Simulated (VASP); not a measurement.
# YN (Fm-3m) in VASP: single point with PBE

Aim: the single point of YN with PBE.

Program: VASP 6.6.1. These are calculated values, not measurements. Logs are shortened: lines on timing, memory, paths and dates and some standing lists are left out, and cuts for length are marked.

**1. The cell of the first run**

It takes space group Fm-3m (No. 225, cubic). Conventional cell: a = 4.906 Å, b = 4.906 Å, c = 4.906 Å, α = 90.00°, β = 90.00°, γ = 90.00°. Y (site symmetry m-3m) has 6 N at 2.45 Å within 3.2 Å. Within 3.2 Å of N (site symmetry m-3m) lie 6 Y at 2.45 Å.

**2. Single point, PBE**

Input file INCAR:

```
SYSTEM = YN
  ALGO = Normal
  EDIFF = 1E-6
  ENCUT = 600
  GGA = PE
  GGA_COMPAT = .False.
  ISIF = 2
  ISMEAR = 0
  LASPH = .True.
  LCHARG = .False.
  LREAL = .False.
  LWAVE = .False.
  NBANDS = 15
  NELM = 120
  PREC = Accurate
  SIGMA = 0.01
```

Input file KPOINTS:

```
k-points
0
Gamma
  12 12 12
  0 0 0
```

Input file POSCAR:

```
YN
1.0
    0.0000000000      2.4530411939      2.4530411939
    2.4530411939      0.0000000000      2.4530411939
    2.4530411939      2.4530411939      0.0000000000
Y N
1 1
Direct
    0.0000000000      0.0000000000      0.0000000000
    0.5000000000      0.5000000000      0.5000000000
```

Potentials or basis: VASP PAW PBE potentials, release 64 (Y_sv, N).

Command:

```console
$ cat potpaw_PBE.64/Y_sv/POTCAR potpaw_PBE.64/N/POTCAR > POTCAR
$ mpirun -np 1 vasp_std > vasp.out
```

OUTCAR:

```text
SYSTEM = YN
   EDIFF = 1E-6
   ENCUT = 600
   GGA = PE
   ISIF = 2
   ISMEAR = 0
   LASPH = .True.
   LREAL = .False.
   NELM = 120
   PREC = Accurate

 ion  position               nearest neighbor table
   1  0.000  0.000  0.000-   2 2.45   2 2.45   2 2.45   2 2.45   2 2.45   2 2.45
   2  0.500  0.500  0.500-   1 2.45   1 2.45   1 2.45   1 2.45   1 2.45   1 2.45

  LATTYP: Found a face centered cubic cell.
 ALAT       =     4.9060823878

  Lattice vectors:

 A1 = (   0.0000000000,   2.4530411939,   2.4530411939)
 A2 = (   2.4530411939,   0.0000000000,   2.4530411939)
 A3 = (   2.4530411939,   2.4530411939,   0.0000000000)

Analysis of symmetry for initial positions (statically):
=====================================================================
 Subroutine PRICEL returns:
 Original cell was already a primitive cell.

 Routine SETGRP: Setting up the symmetry group for a
 face centered cubic supercell.

 Subroutine GETGRP returns: Found 48 space group operations
 (whereof 48 operations were pure point group operations)
 out of a pool of 48 trial point group operations.

The static configuration has the point symmetry O_h .

Analysis of symmetry for dynamics (positions and initial velocities):
=====================================================================
 Subroutine PRICEL returns:
 Original cell was already a primitive cell.

 Routine SETGRP: Setting up the symmetry group for a
 face centered cubic supercell.

 Subroutine GETGRP returns: Found 48 space group operations
 (whereof 48 operations were pure point group operations)
 out of a pool of 48 trial point group operations.

The dynamic configuration has the point symmetry O_h .

 Subroutine INISYM returns: Found 48 space group operations
 (whereof 48 operations are pure point group operations),
 and found     1 'primitive' translations

----------------------------------------------------------------------------------------

                                     Primitive cell

  volume of cell :      29.5219

  direct lattice vectors                    reciprocal lattice vectors
     0.000000000  2.453041194  2.453041194    -0.203828619  0.203828619  0.203828619
     2.453041194  0.000000000  2.453041194     0.203828619 -0.203828619  0.203828619
     2.453041194  2.453041194  0.000000000     0.203828619  0.203828619 -0.203828619

  length of vectors
     3.469124125  3.469124125  3.469124125     0.353041525  0.353041525  0.353041525

  position of ions in fractional coordinates (direct lattice)
[... 83 lines left out ...]
   IBRION =     -1    ionic relax: 0-MD 1-quasi-New 2-CG
   NFREE  =      0    steps in history (QN), initial steepest desc. (CG)
   ISIF   =      2    stress and relaxation
   ISYM   =      2    0-nonsym 1-usesym 2-fastsym
   POTIM  = 0.5000    time-step for ionic-motion
   TEBEG  =    0.0;   TEEND  =   0.0 temperature during run
   PSTRESS=    0.0 pullay stress
   NELECT =      16.0000    total number of electrons
   NUPDOWN=      -1.0000    fix difference up-down
   EMIN   =  10.00;   EMAX   =-10.00  energy-range for DOS
   EFERMI =   0.00;   METHOD = LEGACY
   ISMEAR =     0;   SIGMA  =   0.01  broadening in eV -4-tet -1-fermi 0-gaus
   EFERMI_NEDOS =   21; number of points for ismear=-14 and -15
   IALGO  =     38    algorithm
   IMIX   =      4    mixing-type and parameters
     AMIX     =   0.40;   BMIX     =  1.00
     AMIX_MAG =   1.60;   BMIX_MAG =  1.00
  volume/ion in A,a.u.               =      14.76        99.61
  Fermi-wavevector in a.u.,A,eV,Ry     =   1.334750  2.522312 24.239568  1.781558
  Thomas-Fermi vector in A             =   2.463507
   LORBIT       =      0    0 simple, 1 ext, 2 COOP (PROOUT), +10 PAW based schemes
   GGA     = PE    functional components
   LHFCALC =     F    Hartree Fock is set to
   AEXX    =    0.0000 exact exchange contribution
   IVDW    =     0    specifies the selected vdW correction
   LEPSILON=     F    determine dielectric tensor
   LRPA    =     F    only Hartree local field effects (RPA)
 non-spin polarized calculation
 Gauss-broadening in eV      SIGMA  =   0.01
  energy-cutoff  :      600.00
  volume of cell :       29.52
 maximum number of plane-waves:      1004
   NGX = 13   NGY = 13   NGZ = 13

 number of electron      16.0000001 magnetization

 Free energy of the ion-electron system (eV)
  ---------------------------------------------------
  ext. energy  EPLUGINS =         0.00000000
  ---------------------------------------------------
  free energy    TOTEN  =       -18.23073132 eV

  energy without entropy =      -18.23073132  energy(sigma->0) =      -18.23073132

 E-fermi :   4.2570     XC(G=0): -11.1960

 val. band max:        4.0890551657   @ k =   0.0000   0.0000   0.0000
 cond. band min:       4.2970167927   @ k =   0.5000   0.5000   0.0000
 fundamental gap:      0.2079616270
 Fermi energy:         4.2569840628

 k-point     1 :       0.0000    0.0000    0.0000
  band No.  band energies     occupation
      1     -36.7862      2.00000
      2     -16.4379      2.00000
      3     -16.4379      2.00000
      4     -16.4379      2.00000
      5      -8.7984      2.00000
      6       4.0891      2.00000
      7       4.0891      2.00000
      8       4.0891      2.00000
      9       7.2151      0.00000
     10       7.2151      0.00000
     11       7.2151      0.00000
     12       8.1472      0.00000
     13       9.1680      0.00000
     14       9.1680      0.00000
[... 401 lines left out ...]
      2     -17.3980      2.00000
      3     -16.6980      2.00000
      4     -16.5546      2.00000
      5      -7.3447      2.00000
      6       0.5762      2.00000
      7       2.0662      2.00000
      8       2.1704      2.00000
      9       8.9417      0.00000
     10       9.3980      0.00000
     11      10.2616      0.00000
     12      12.0662      0.00000
     13      14.0161      0.00000
     14      14.2580      0.00000
     15      16.7815      0.00000

 [... further k-points ...]
[... 5 lines left out ...]
  --------------------------------------------------------------------------------------
  -------------------------------------------------------------------------------------
  Total       -0.0479503     -0.0479503     -0.0479503      0.0000000      0.0000000      0.0000000
  in kB       -2.6022977     -2.6022977     -2.6022977      0.0000000      0.0000000      0.0000000
  external PRESSURE =      -2.6022977 kB  Pullay stress =       0.0000000 kB

 VOLUME and BASIS-vectors are now :
 -----------------------------------------------------------------------------
  energy-cutoff  :      600.00
  volume of cell :       29.52
      direct lattice vectors                 reciprocal lattice vectors
     0.000000000  2.453041194  2.453041194    -0.203828619  0.203828619  0.203828619
     2.453041194  0.000000000  2.453041194     0.203828619 -0.203828619  0.203828619
     2.453041194  2.453041194  0.000000000     0.203828619  0.203828619 -0.203828619

 POSITION                                       TOTAL-FORCE (eV/Angst)
 -----------------------------------------------------------------------------------
      0.00000      0.00000      0.00000         0.000000      0.000000      0.000000
      2.45304      2.45304      2.45304        -0.000000     -0.000000     -0.000000
 -----------------------------------------------------------------------------------
    total drift:                                0.000000      0.000000      0.000000

  FREE ENERGIE OF THE ION-ELECTRON SYSTEM (eV)
  ---------------------------------------------------
  free  energy   TOTEN  =       -18.2307313226 eV

  energy  without entropy=      -18.2307313226  energy(sigma->0) =      -18.23073132
```

OSZICAR:

```text
N       E                     dE             d eps       ncg     rms          rms(c)
DAV:   1     0.593467480369E+02    0.59347E+02   -0.91554E+03  2160   0.120E+03
DAV:   2    -0.184351345633E+02   -0.77782E+02   -0.70778E+02  2985   0.252E+02
DAV:   3    -0.218714740515E+02   -0.34363E+01   -0.34123E+01  2775   0.449E+01
DAV:   4    -0.219316596581E+02   -0.60186E-01   -0.60126E-01  2553   0.576E+00
DAV:   5    -0.219327280688E+02   -0.10684E-02   -0.10684E-02  2700   0.639E-01    0.303E+01
DAV:   6    -0.185003041305E+02    0.34324E+01   -0.88926E+00  2461   0.254E+01    0.324E+01
DAV:   7    -0.182604081311E+02    0.23990E+00   -0.58126E-01  2728   0.674E+00    0.235E+01
DAV:   8    -0.182595593460E+02    0.84879E-03   -0.28089E-01  3228   0.477E+00    0.108E+01
DAV:   9    -0.182301297523E+02    0.29430E-01   -0.45866E-02  2922   0.216E+00    0.182E+00
DAV:  10    -0.182307047033E+02   -0.57495E-03   -0.43580E-03  2384   0.596E-01    0.436E-01
DAV:  11    -0.182307393077E+02   -0.34604E-04   -0.23664E-04  2848   0.141E-01    0.292E-01
DAV:  12    -0.182307306536E+02    0.86541E-05   -0.19584E-05  2803   0.413E-02    0.772E-02
DAV:  13    -0.182307313226E+02   -0.66895E-06   -0.18537E-06  2279   0.138E-02
   1 F= -.18230731E+02 E0= -.18230731E+02  d E =-.107378E-11
```

stdout:

```text
POSCAR found type information on POSCAR Y N
 POSCAR found :  2 types and       2 ions
 scaLAPACK will be used
 LDA part: xc-table for (Slater+PW92), standard interpolation
 POSCAR, INCAR and KPOINTS ok, starting setup
 FFT: planning ... GRIDC
 FFT: planning ... GRID_SOFT
 FFT: planning ... GRID
 WAVECAR not read
 entering main loop
```

It took 18 s on 1 thread of Intel Xeon 6975P-C (Granite Rapids), shared host; peak memory 0.2 GiB.

Results:

| Quantity | Value |
| --- | --- |
| Free energy | -18.2307 eV |
| Pressure | -0.3 GPa |
| Band gap on the k mesh | 0.21 eV (least direct gap 0.60 eV) |

Levels at points of the mesh, in eV from the valence-band top:
| k point | band 6 | band 7 | band 8 | band 9 | band 10 | band 11 |
| --- | --- | --- | --- | --- | --- | --- |
| (0.00, 0.00, 0.00) | 0.00 | 0.00 | 0.00 | 3.13 | 3.13 | 3.13 |
| (0.50, 0.00, 0.00) | -4.05 | -2.22 | -2.22 | 5.65 | 6.31 | 6.31 |
| (0.50, 0.50, 0.00) | -1.52 | -0.40 | -0.40 | 0.21 | 6.78 | 7.12 |

A k mesh can miss the band edges.
